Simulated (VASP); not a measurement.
Here is a VASP 6.6.1 calculation.

File INCAR:

```
SYSTEM = CdSe
PREC     = Accurate       ! precision mode
ENCUT    = 520            ! plane-wave cutoff, eV
EDIFF    = 1E-7           ! SCF threshold, eV
ISMEAR   = -1             ! smearing method
SIGMA    = 0.05           ! smearing width, eV
LREAL    = .FALSE.        ! projectors in reciprocal space
LASPH    = .TRUE.         ! aspherical terms in the spheres
NELM     = 150            ! most SCF steps
ALGO     = Normal         ! electronic algorithm
ISIF     = 2              ! what is computed and relaxed
LWAVE    = .FALSE.        ! write WAVECAR
LCHARG   = .TRUE.         ! write CHGCAR
MAGMOM   = 0 0 0 0 0 0 0 0 0 0 0 0 ! initial moments
LORBIT   = 11             ! projections on sites
LSORBIT  = .TRUE.         ! spin-orbit coupling
GGA_COMPAT= .FALSE.      
LORBMOM  = .TRUE.       
GGA      = PS             ! functional
LVHAR    = .TRUE.       
NBANDS   = 50             ! bands
```

The input KPOINTS:

```
regular mesh
0
G
  7 7 4
  0 0 0
```

POSCAR

```
CdSe
1.0
    4.2122202675      0.0000000000      0.0000000000
   -2.1061101337      3.6478897580      0.0000000000
    0.0000000000      0.0000000000      6.8766944832
Cd Se
2 2
Direct
    0.6666666667      0.3333333333      0.5000000000
    0.3333333333      0.6666666667      0.0000000000
    0.6666666667      0.3333333333      0.8850000000
    0.3333333333      0.6666666667      0.3850000000
```

Potentials or basis: VASP PAW PBE potentials, release 64 (Cd, Se).

Run with:

```bash
$ cat potpaw_PBE.64/Cd/POTCAR potpaw_PBE.64/Se/POTCAR > POTCAR
$ mpirun -np 1 vasp_ncl > vasp.out
```

(1) What does it give for the net moment?

(2) Estimate the largest force.

## Answers

(1) 0.00 μB per cell.

(2) 0.344 eV/Å.

Caveat: the PAW data sets were made with another functional, which shifts forces and pressure a little.
